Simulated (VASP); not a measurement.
Write the native input for VASP 6.6.1 that does the following.

* Task: single point
* Functional: LDA
* Potentials or basis: VASP PAW LDA potentials, release 64 (Ti_sv, Zn)
* Cutoff: 520 eV
* k mesh: 12 × 12 × 12
* Occupations: gaussian, width 0.15 eV
* Spin: no spin polarisation
* Dipole correction: no
* Further INCAR settings: ALGO = Fast; EDIFF = 1e-06; NBANDS = 32

The structure of Ti3Zn lies in POSCAR:

```
Ti3Zn
1.0
    3.9454853030      0.0709048228      0.0709048228
    0.0709048228      3.9454853030      0.0709048228
    0.0709048228      0.0709048228      3.9454853030
Ti Zn
3 1
Direct
    0.0000000000      0.5000000000      0.5000000000
    0.5000000000      0.0000000000      0.5000000000
    0.5000000000      0.5000000000      0.0000000000
    0.0000000000      0.0000000000      0.0000000000
```

The input as run:

INCAR

```
SYSTEM = Ti3Zn
ALGO = Fast
EDIFF = 1E-6
ENCUT = 520
GGA = CA
ISIF = 2
ISMEAR = 0
LASPH = .TRUE.
LCHARG = .FALSE.
LREAL = .FALSE.
LWAVE = .FALSE.
NBANDS = 32
NELM = 80
PREC = Accurate
SIGMA = 0.15
```

KPOINTS

```
k-points
0
G
  12 12 12
  0 0 0
```

Potentials or basis: VASP PAW LDA potentials, release 64 (Ti_sv, Zn).

The run is started by

```bash
$ cat potpaw_LDA.64/Ti_sv/POTCAR potpaw_LDA.64/Zn/POTCAR > POTCAR
$ mpirun -np 1 vasp_std > vasp.out
```

It gave:

- Pressure: -2.8 GPa
- Band gap on the k mesh: zero (bands 24 and 25 overlap by 0.44 eV)

Wall time 8.7 min on 1 thread of Intel(R) Xeon(R) 6975P-C (Granite Rapids), on a shared host, peak memory 0.38 GiB.
